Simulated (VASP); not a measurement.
# Zr (Fd-3m) in VASP: single point with LDA

Aim: the single point of Zr with LDA.

Program: VASP 6.6.1. These are calculated values, not measurements. Logs are shortened: lines on timing, memory, paths and dates and some standing lists are left out, and cuts for length are marked.

## Step 1: The cell of the first run

It takes space group Fd-3m (No. 227, cubic). The conventional cell has a = 6.063 Å, b = 6.063 Å, c = 6.063 Å, α = 90.00°, β = 90.00°, γ = 90.00°. Within 3.5 Å of Zr (site symmetry -43m) lie 4 Zr at 2.63 Å.

## Step 2: Single point, LDA

INCAR reads:

```
  PREC = Accurate
  ENCUT = 520
  EDIFF = 1E-6
  ISMEAR = -1
  SIGMA = 0.13605693000000002
  LREAL = False
  LASPH = True
  NELM = 60
  ALGO = Normal
  ISIF = 2
  LWAVE = False
  LCHARG = False
  GGA = CA
  NBANDS = 19
```

KPOINTS reads:

```
regular mesh
0
Gamma
  8 8 8
```

POSCAR reads:

```
Zr
1.0
    0.0000000000      3.0314832605      3.0314832605
    3.0314832605      0.0000000000      3.0314832605
    3.0314832605      3.0314832605      0.0000000000
Zr
2
Direct
    0.0000000000      0.0000000000      0.0000000000
    0.2500000000      0.2500000000      0.2500000000
```

Potentials or basis: VASP PAW LDA potentials, release 64 (Zr_sv).

Started as:

```bash
> cat potpaw_LDA.64/Zr_sv/POTCAR > POTCAR
> mpirun -np 1 vasp_std > vasp.out
```

OUTCAR:

```text
PREC = Accurate
   ENCUT = 520
   EDIFF = 1E-6
   ISMEAR = -1
   LREAL = False
   LASPH = True
   NELM = 60
   ISIF = 2
   GGA = CA

 ion  position               nearest neighbor table
   1  0.000  0.000  0.000-   2 2.63   2 2.63   2 2.63   2 2.63
   2  0.250  0.250  0.250-   1 2.63   1 2.63   1 2.63   1 2.63

  LATTYP: Found a face centered cubic cell.
 ALAT       =     6.0629665210

  Lattice vectors:

 A1 = (   0.0000000000,   3.0314832605,   3.0314832605)
 A2 = (   3.0314832605,   0.0000000000,   3.0314832605)
 A3 = (   3.0314832605,   3.0314832605,   0.0000000000)

Analysis of symmetry for initial positions (statically):
=====================================================================
 Subroutine PRICEL returns:
 Original cell was already a primitive cell.

 Routine SETGRP: Setting up the symmetry group for a
 face centered cubic supercell.

 Subroutine GETGRP returns: Found 48 space group operations
 (whereof 24 operations were pure point group operations)
 out of a pool of 48 trial point group operations.

The static configuration has the point symmetry T_d .
 The point group associated with its full space group is O_h .

Analysis of symmetry for dynamics (positions and initial velocities):
=====================================================================
 Subroutine PRICEL returns:
 Original cell was already a primitive cell.

 Routine SETGRP: Setting up the symmetry group for a
 face centered cubic supercell.

 Subroutine GETGRP returns: Found 48 space group operations
 (whereof 24 operations were pure point group operations)
 out of a pool of 48 trial point group operations.

The dynamic configuration has the point symmetry T_d .
 The point group associated with its full space group is O_h .

 Subroutine INISYM returns: Found 48 space group operations
 (whereof 24 operations are pure point group operations),
 and found     1 'primitive' translations

----------------------------------------------------------------------------------------

                                     Primitive cell

  volume of cell :      55.7180

  direct lattice vectors                    reciprocal lattice vectors
     0.000000000  3.031483260  3.031483260    -0.164935761  0.164935761  0.164935761
     3.031483260  0.000000000  3.031483260     0.164935761 -0.164935761  0.164935761
     3.031483260  3.031483260  0.000000000     0.164935761  0.164935761 -0.164935761

  length of vectors
     4.287164741  4.287164741  4.287164741     0.285677119  0.285677119  0.285677119

  position of ions in fractional coordinates (direct lattice)
     0.000000000  0.000000000  0.000000000
     0.250000000  0.250000000  0.250000000

  ion indices of the primitive-cell ions
   primitive index   ion index
                 1           1
                 2           2

----------------------------------------------------------------------------------------

 KPOINTS: regular mesh

Automatic generation of k-mesh.
 Grid dimensions read from file:
 generate k-points for:    8    8    8

 Generating k-lattice:

  Cartesian coordinates                     Fractional coordinates (reciprocal lattice)
    -0.020616970  0.020616970  0.020616970     0.125000000  0.000000000  0.000000000
     0.020616970 -0.020616970  0.020616970     0.000000000  0.125000000  0.000000000
     0.020616970  0.020616970 -0.020616970     0.000000000  0.000000000  0.125000000

  Length of vectors
     0.035709640  0.035709640  0.035709640

  Shift w.r.t. Gamma in fractional coordinates (k-lattice)
     0.000000000  0.000000000  0.000000000

 Subroutine IBZKPT returns following result:
 ===========================================

 Found     29 irreducible k-points:

 Following reciprocal coordinates:
            Coordinates               Weight
  0.000000  0.000000  0.000000      1.000000
  0.125000  0.000000  0.000000      8.000000
  0.250000  0.000000  0.000000      8.000000
  0.375000  0.000000  0.000000      8.000000
  0.500000  0.000000  0.000000      4.000000
  0.125000  0.125000  0.000000      6.000000
[... 16 lines left out ...]
  0.500000  0.250000  0.125000     48.000000
 -0.375000  0.250000  0.125000     24.000000
 [... further k-points ...]
   k-points           NKPTS =     29   k-points in BZ     NKDIM =     29   number of bands    NBANDS=     19
   number of dos      NEDOS =    301   number of ions     NIONS =      2
   total plane-waves  NPLWV =  32768
   dimension x,y,z NGX =    32 NGY =   32 NGZ =   32
   dimension x,y,z NGXF=    64 NGYF=   64 NGZF=   64
   ions per type =               2
   NGX,Y,Z   is equivalent  to a cutoff of  12.41, 12.41, 12.41 a.u.
   NGXF,Y,Z  is equivalent  to a cutoff of  24.82, 24.82, 24.82 a.u.
 SYSTEM =  unknown system
   PREC   = accura    normal or accurate (medium, high low for compatibility)
   ISTART =      0    job   : 0-new  1-cont  2-samecut
   ICHARG =      2    charge: 1-file 2-atom 10-const
   ISPIN  =      1    spin polarized calculation?
   LNONCOLLINEAR =      F non collinear calculations
   LSORBIT =      F    spin-orbit coupling
   LASPH  =      T    aspherical Exc in radial PAW
   ENCUT  =  520.0 eV  38.22 Ry    6.18 a.u.   7.97  7.97  7.97*2*pi/ulx,y,z
   NELM   =     60;   NELMIN=  2; NELMDL= -5     # of ELM steps
   EDIFF  = 0.1E-05   stopping-criterion for ELM
   LREAL  =      F    real-space projection
   EDIFFG = 0.1E-04   stopping-criterion for IOM
   NSW    =      0    number of steps for IOM
   IBRION =     -1    ionic relax: 0-MD 1-quasi-New 2-CG
   NFREE  =      0    steps in history (QN), initial steepest desc. (CG)
   ISIF   =      2    stress and relaxation
   ISYM   =      2    0-nonsym 1-usesym 2-fastsym
   POTIM  = 0.5000    time-step for ionic-motion
   TEBEG  =    0.0;   TEEND  =   0.0 temperature during run
   PSTRESS=    0.0 pullay stress
   NELECT =      24.0000    total number of electrons
   NUPDOWN=      -1.0000    fix difference up-down
   EMIN   =  10.00;   EMAX   =-10.00  energy-range for DOS
   EFERMI =   0.00;   METHOD = LEGACY
   ISMEAR =    -1;   SIGMA  =   0.14  broadening in eV -4-tet -1-fermi 0-gaus
   EFERMI_NEDOS =   21; number of points for ismear=-14 and -15
   IALGO  =     38    algorithm
   IMIX   =      4    mixing-type and parameters
     AMIX     =   0.40;   BMIX     =  1.00
     AMIX_MAG =   1.60;   BMIX_MAG =  1.00
  volume/ion in A,a.u.               =      27.86       188.00
  Fermi-wavevector in a.u.,A,eV,Ry     =   1.236365  2.336391 20.797848  1.528599
  Thomas-Fermi vector in A             =   2.370977
   LORBIT       =      0    0 simple, 1 ext, 2 COOP (PROOUT), +10 PAW based schemes
   GGA     = CA    functional components
   LHFCALC =     F    Hartree Fock is set to
   AEXX    =    0.0000 exact exchange contribution
   IVDW    =     0    specifies the selected vdW correction
   LEPSILON=     F    determine dielectric tensor
   LRPA    =     F    only Hartree local field effects (RPA)
 non-spin polarized calculation
  energy-cutoff  :      520.00
  volume of cell :       55.72
 maximum number of plane-waves:      1524
   NGX = 15   NGY = 15   NGZ = 15

 number of electron      24.0000000 magnetization

 Free energy of the ion-electron system (eV)
  ---------------------------------------------------
  ext. energy  EPLUGINS =         0.00000000
  ---------------------------------------------------
  free energy    TOTEN  =       -13.96964301 eV

  energy without entropy =      -13.71612111  energy(sigma->0) =      -13.84288206

 E-fermi :   6.3195     XC(G=0): -10.1673

 val. band max:        6.3186155286   @ k =   0.1250   0.0000   0.0000
 cond. band min:       6.3437959662   @ k =   0.3750   0.2500   0.0000
 fundamental gap:      0.0251804377
 Fermi energy:         6.3194559469

 k-point     1 :       0.0000    0.0000    0.0000
  band No.  band energies     occupation
      1     -42.3056      2.00000
      2     -41.4912      2.00000
      3     -20.8456      2.00000
      4     -20.8456      2.00000
      5     -20.8456      2.00000
      6     -19.5739      2.00000
[... 11 lines left out ...]
     18      12.4319      0.00000
     19      12.4319      0.00000

 k-point     2 :       0.1250    0.0000    0.0000
  band No.  band energies     occupation
      1     -42.2836      2.00000
      2     -41.5154      2.00000
      3     -20.8711      2.00000
      4     -20.8711      2.00000
      5     -20.8465      2.00000
      6     -19.5718      2.00000
[... 11 lines left out ...]
     18      12.3639      0.00000
     19      12.3639      0.00000

 k-point     3 :       0.2500    0.0000    0.0000
  band No.  band energies     occupation
      1     -42.2239      2.00000
      2     -41.5805      2.00000
      3     -20.9285      2.00000
      4     -20.9285      2.00000
      5     -20.8510      2.00000
      6     -19.5637      2.00000
[... 11 lines left out ...]
     18      12.1360      0.00000
     19      12.1360      0.00000

 k-point     4 :       0.3750    0.0000    0.0000
  band No.  band energies     occupation
      1     -42.1488      2.00000
      2     -41.6610      2.00000
      3     -20.9811      2.00000
      4     -20.9811      2.00000
      5     -20.8586      2.00000
      6     -19.5515      2.00000
[... 11 lines left out ...]
     18      11.7078      0.00000
     19      11.7078      0.00000

 k-point     5 :       0.5000    0.0000    0.0000
  band No.  band energies     occupation
      1     -42.1092      2.00000
      2     -41.7028      2.00000
      3     -21.0017      2.00000
      4     -21.0017      2.00000
      5     -20.8626      2.00000
      6     -19.5454      2.00000
[... 11 lines left out ...]
     18      11.3538      0.00000
     19      11.3560      0.00000

 k-point     6 :       0.1250    0.1250    0.0000
  band No.  band energies     occupation
      1     -42.2760      2.00000
      2     -41.5238      2.00000
      3     -20.9016      2.00000
      4     -20.9016      2.00000
      5     -20.7969      2.00000
      6     -19.6258      2.00000
[... 11 lines left out ...]
     18      11.9905      0.00000
     19      12.6066      0.00000

 k-point     7 :       0.2500    0.1250    0.0000
  band No.  band energies     occupation
      1     -42.2277      2.00000
      2     -41.5765      2.00000
      3     -20.9637      2.00000
      4     -20.9604      2.00000
      5     -20.7583      2.00000
      6     -19.6629      2.00000
[... 11 lines left out ...]
     18      11.5495      0.00000
     19      12.5787      0.00000

 k-point     8 :       0.3750    0.1250    0.0000
  band No.  band energies     occupation
      1     -42.1538      2.00000
      2     -41.6557      2.00000
      3     -21.0364      2.00000
      4     -21.0108      2.00000
      5     -20.7336      2.00000
      6     -19.6792      2.00000
[... 256 lines left out ...]
 k-point    20 :      -0.3750    0.3750    0.0000
  band No.  band energies     occupation
      1     -41.9678      2.00000
      2     -41.8488      2.00000
      3     -21.1960      2.00000
      4     -21.1135      2.00000
      5     -20.3748      2.00000
      6     -20.0375      2.00000
[... 11 lines left out ...]
     18      11.1069      0.00000
     19      11.8729      0.00000

 k-point    21 :       0.5000    0.5000    0.0000
  band No.  band energies     occupation
      1     -41.9085      2.00000
      2     -41.9085      2.00000
      3     -21.1598      2.00000
      4     -21.1598      2.00000
      5     -20.2186      2.00000
      6     -20.2186      2.00000
[... 11 lines left out ...]
     18      11.2736      0.00000
     19      11.6571      0.00000

 k-point    22 :       0.3750    0.2500    0.1250
  band No.  band energies     occupation
      1     -42.1700      2.00000
      2     -41.6385      2.00000
      3     -21.0599      2.00000
      4     -20.9958      2.00000
      5     -20.6829      2.00000
      6     -19.7349      2.00000
[... 11 lines left out ...]
     18      10.8614      0.00000
     19      12.5719      0.00000

 k-point    23 :       0.5000    0.2500    0.1250
  band No.  band energies     occupation
      1     -42.0942      2.00000
      2     -41.7186      2.00000
      3     -21.1306      2.00000
      4     -21.0419      2.00000
      5     -20.6105      2.00000
      6     -19.7976      2.00000
[... 11 lines left out ...]
     18      10.3481      0.00000
     19      12.2705      0.00000

 k-point    24 :      -0.3750    0.2500    0.1250
  band No.  band energies     occupation
      1     -42.0510      2.00000
      2     -41.7636      2.00000
      3     -21.1557      2.00000
      4     -21.0631      2.00000
      5     -20.5783      2.00000
      6     -19.8249      2.00000
[... 11 lines left out ...]
     18      10.9988      0.00000
     19      11.7551      0.00000

 [... further k-points ...]

------------------------ aborting loop because EDIFF is reached ----------------------------------------

  FORCE on cell =-STRESS in cart. coord.  units (eV):
  Direction    XX          YY          ZZ          XY          YZ          ZX
  --------------------------------------------------------------------------------------
  -------------------------------------------------------------------------------------
  Total        0.0108659      0.0108659      0.0108659     -0.0000000      0.0000000     -0.0000000
  in kB        0.3124490      0.3124490      0.3124490     -0.0000000      0.0000000     -0.0000000
  external PRESSURE =       0.3124490 kB  Pullay stress =       0.0000000 kB

 VOLUME and BASIS-vectors are now :
 -----------------------------------------------------------------------------
  energy-cutoff  :      520.00
  volume of cell :       55.72
      direct lattice vectors                 reciprocal lattice vectors
     0.000000000  3.031483260  3.031483260    -0.164935761  0.164935761  0.164935761
     3.031483260  0.000000000  3.031483260     0.164935761 -0.164935761  0.164935761
     3.031483260  3.031483260  0.000000000     0.164935761  0.164935761 -0.164935761

 POSITION                                       TOTAL-FORCE (eV/Angst)
 -----------------------------------------------------------------------------------
      0.00000      0.00000      0.00000        -0.000000     -0.000000     -0.000000
      1.51574      1.51574      1.51574         0.000000      0.000000      0.000000
 -----------------------------------------------------------------------------------
    total drift:                               -0.000000      0.000000      0.000000

  FREE ENERGIE OF THE ION-ELECTRON SYSTEM (eV)
  ---------------------------------------------------
  free  energy   TOTEN  =       -13.9696430131 eV

  energy  without entropy=      -13.7161211082  energy(sigma->0) =      -13.84288206
```

Run time: 28 s. Hardware: 1 thread of AMD EPYC 7R43 (Zen 3), shared host; peak memory 0.13 GiB.

What came out:

```
Free energy            : -13.9696 eV
Pressure               : 0.0 GPa
Band gap on the k mesh : zero (band 12 reaches 6.39 eV, above the bottom of band 13 at 6.10 eV)
```

Levels at points of the mesh, in eV from the Fermi level:
| k point | band 9 | band 10 | band 11 | band 12 | band 13 | band 14 | band 15 | band 16 |
| --- | --- | --- | --- | --- | --- | --- | --- | --- |
| (0.00, 0.00, 0.00) | -4.20 | -1.05 | -1.05 | 0.03 | 0.03 | 0.03 | 2.34 | 2.34 |
| (0.50, 0.00, 0.00) | -1.58 | -1.32 | -0.91 | -0.91 | -0.22 | -0.22 | 1.03 | 3.58 |
| (0.50, 0.50, 0.00) | -2.09 | -2.09 | -0.15 | -0.15 | 0.69 | 0.69 | 1.78 | 1.78 |
